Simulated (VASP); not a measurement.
A run of VASP 6.6.1 is set up as follows.

Contents of INCAR:

```
SYSTEM = B3Ir
PREC = Accurate
ENCUT = 600
EDIFF = 1E-6
ISMEAR = 0
SIGMA = 0.1
LREAL = .False.
LASPH = .True.
NELM = 100
ALGO = Normal
ISIF = 3
LWAVE = .False.
LCHARG = .False.
GGA = PE
IBRION = 2
NSW = 100
EDIFFG = -0.01
```

File KPOINTS:

```
Automatic mesh
0
Gamma
  14 14 14
  0 0 0
```

Contents of POSCAR:

```
B3Ir
1.0
    3.2393063874      0.0000000000      0.0000000000
    0.0000000000      3.2393063874      0.0000000000
    0.0000000000      0.0000000000      3.2393063874
B Ir
3 1
Direct
    0.0000000000      0.5000000000      0.5000000000
    0.5000000000      0.0000000000      0.5000000000
    0.5000000000      0.5000000000      0.0000000000
    0.0000000000      0.0000000000      0.0000000000
```

Potentials or basis: VASP PAW PBE potentials, release 64 (B, Ir).

Launch:

```sh
$ cat potpaw_PBE.64/B/POTCAR potpaw_PBE.64/Ir/POTCAR > POTCAR
$ mpirun -np 1 vasp_std > vasp.out
```

**Question.** Predict the band gap on the k mesh.

**Answer.** Zero (band 9 reaches 10.74 eV, above the bottom of band 10 at 9.70 eV).

Final structure:
```xyz
4
Lattice="3.2393 0.0000 0.0000 0.0000 3.2393 0.0000 0.0000 0.0000 3.2393" Properties=species:S:1:pos:R:3 pbc="T T T"
B     0.0000    1.6197    1.6197
B     1.6197    0.0000    1.6197
B     1.6197    1.6197    0.0000
Ir    0.0000    0.0000    0.0000
```

Caveat: the relaxation stopped at its first step, so nothing moved; spin-orbit coupling is left out, which moves the levels of the heavy elements.
